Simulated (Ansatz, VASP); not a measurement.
## Two plane-wave programs on SiF5

```
Si F
1.0
     6.02412    0.00000    0.00000
    -3.01206    5.21704    0.00000
     0.00000    0.00000    7.35739
Si F
2 10
Direct
  0.33333 0.66667 0.25000
  0.66667 0.33333 0.75000
  0.64358 0.82179 0.25000
  0.17821 0.35642 0.25000
  0.17821 0.82179 0.25000
  0.33333 0.66667 0.02020
  0.33333 0.66667 0.47980
  0.82179 0.64358 0.75000
  0.82179 0.17821 0.75000
  0.35642 0.17821 0.75000
  0.66667 0.33333 0.52020
  0.66667 0.33333 0.97980
```

Alike in both runs: functional PBE; k mesh 6 × 6 × 4; occupations gaussian, width 0.1 eV; no spin polarisation.

Ansatz relaxed the structure, and its values are those at the end. VASP's run is a single point on that final structure, the one shown.

|  | VASP | Ansatz |
| --- | --- | --- |
| version | VASP 6.6.1 | Ansatz 0.2.0 |
| potentials or method | VASP PAW PBE potentials, release 64 (Si, F), cutoff 520 eV | scalar-relativistic, plane waves, PAW |
| valence electrons in the cell | 78 | 78 |

```tsv
	VASP	Ansatz	Ansatz less VASP
gap on the k mesh at the Fermi level (eV)	none	none	-
pressure (GPa)	0.4	0.0	-0.35
rms of the force components (eV/Å)	0.094	0.001	-0.0928
```

A gap of «none» marks a metal or a gap that the smearing closes. With one functional, cell and mesh, what is left measures potentials, basis and numerics.
